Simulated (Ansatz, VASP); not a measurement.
## One calculation of BW2, two programs

```xyz
3
Lattice="2.6916 0.0000 0.0000 0.0000 2.6916 0.0000 0.0000 0.0000 28.8196" Properties=species:S:1:pos:R:3 pbc="T T T"
B     1.3458    1.3458    8.5000
W     0.0000    0.0000    7.1505
W     0.0000    0.0000    9.8495
```

Alike in both runs: functional PBE; k mesh 6 × 6 × 1; occupations gaussian, width 0.1 eV; no spin polarisation.

Ansatz relaxed the structure, and its values are those at the end. VASP's run is a single point on that final structure, the one shown.

|  | VASP | Ansatz |
| --- | --- | --- |
| version | VASP 6.6.1 | Ansatz 0.2.0 |
| potentials or method | VASP PAW PBE potentials, release 64 (B, W_sv), cutoff 520 eV | scalar-relativistic, plane waves, PAW |
| valence electrons in the cell | 31 | 31 |

Ansatz gave:

```
gap on the k mesh at the Fermi level (eV) : none
rms of the force components (eV/Å)        : 0.002
```

Problem. Which values does VASP return?

Solution. gap on the k mesh at the Fermi level (eV): none; rms of the force components (eV/Å): 0.022.

A gap of «none» marks a metal or a gap that the smearing closes. Ansatz's warnings: slab cell height set.

The k mesh is coarse, so the values compare programs but aren't converged. Neither program's run includes spin-orbit coupling.
